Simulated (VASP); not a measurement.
A run of VASP 6.6.1 is set up as follows.

Contents of POSCAR:

```
MgS
1.0
    0.0340798824      2.6015177399      2.6015177399
    2.6015177399      0.0340798824      2.6015177399
    2.6355976223      2.6355976223      0.0000000000
Mg S
1 1
Direct
    0.0000000000      0.0000000000      0.0000000000
    0.5000000000      0.5000000000      0.5000000000
```

Contents of INCAR.step1:

```
SYSTEM = MgS
  PREC = Accurate
  ENCUT = 520
  EDIFF = 1E-5
  ISMEAR = 0
  SIGMA = 0.01
  LREAL = .FALSE.
  LASPH = .TRUE.
  NELM = 100
  ALGO = Normal
  ISIF = 2
  LWAVE = .TRUE.
  LCHARG = .FALSE.
  GGA = PE
  NBANDS = 11
```

Contents of INCAR.step2:

```
SYSTEM = MgS
  PREC = Accurate
  ENCUT = 520
  EDIFF = 1E-6
  ISMEAR = 0
  SIGMA = 0.01
  LREAL = .FALSE.
  LASPH = .TRUE.
  NELM = 100
  ALGO = Normal
  ISIF = 2
  LWAVE = .FALSE.
  LCHARG = .FALSE.
  GGA = PE
  LHFCALC = .TRUE.
  HFSCREEN = 0.2079
  PRECFOCK = Normal
  ISTART = 1
  NBANDS = 11
```

KPOINTS

```
Automatic mesh
0
G
  6 6 6
  0 0 0
```

Potentials or basis: VASP PAW PBE potentials, release 64 (Mg, S).

Run with:

```console
$ cat potpaw_PBE.64/Mg/POTCAR potpaw_PBE.64/S/POTCAR > POTCAR
$ cp INCAR.step1 INCAR
$ mpirun -np 1 vasp_std > vasp.out
$ cp INCAR.step2 INCAR
$ mpirun -np 1 vasp_std > vasp.out
```

(1) Predict the pressure.

(2) Predict the band gap on the k mesh.

## Answers

(1) -0.7 GPa.

(2) 3.60 eV (least direct gap 4.66 eV).

Caveat: the cell differs from its parent crystal (shear xy strain +2.6%); the PAW data sets were made with another functional, which shifts forces and pressure a little.
